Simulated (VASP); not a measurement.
Input of a VASP 6.6.1 run:

File INCAR:

```
  ALGO = Normal
  EDIFF = 1E-6
  ENCUT = 600
  GGA = PE
  GGA_COMPAT = False
  ISIF = 2
  ISMEAR = 0
  LASPH = True
  LCHARG = True
  LELF = True
  LREAL = False
  LVHAR = True
  LWAVE = False
  NBANDS = 40
  NELM = 120
  PREC = Accurate
  SIGMA = 0.1
```

KPOINTS

```
k-points
0
Gamma
  4 4 4
```

Contents of POSCAR:

```
Ta2N
1.0
    3.3463698700     -3.6737974500      0.0000000000
    3.3463698700      3.6737974500      0.0000000000
    0.0000000000      0.0000000000      4.1927281400
Ta N
4 2
Direct
    0.6684075900      0.3315924100      0.0000000000
    0.3315924100      0.6684075900      0.0000000000
    0.1424073900      0.1424073900      0.0000000000
    0.8575926100      0.8575926100      0.0000000000
    0.0000000000      0.0000000000      0.2416028500
    0.0000000000      0.0000000000      0.7583971500
```

Potentials or basis: VASP PAW PBE potentials, release 64 (Ta_sv_GW, N).

Command:

```console
$ cat potpaw_PBE.64/Ta_sv_GW/POTCAR potpaw_PBE.64/N/POTCAR > POTCAR
$ mpirun -np 1 vasp_std > vasp.out
```

Estimate the pressure.

201.0 GPa.

What does it give for the band gap on the k mesh?

Zero (band 31 reaches 8.98 eV, above the bottom of band 32 at 7.57 eV).

Estimate the largest force.

108.695 eV/Å.

Forces in eV/Å, atoms in the order of the input:
```
Ta     0.000    2.591    0.000
Ta     0.000   -2.591    0.000
Ta   108.695    0.000    0.000
Ta  -108.695    0.000    0.000
N      0.000    0.000   66.792
N      0.000    0.000  -66.792
```

Caveat: the k points lie up to 0.37 Å⁻¹ apart; spin-orbit coupling is left out, which moves the levels of the heavy elements; forces of over 1 eV/Å act on the atoms, so gaps and moduli don't describe the material at rest.
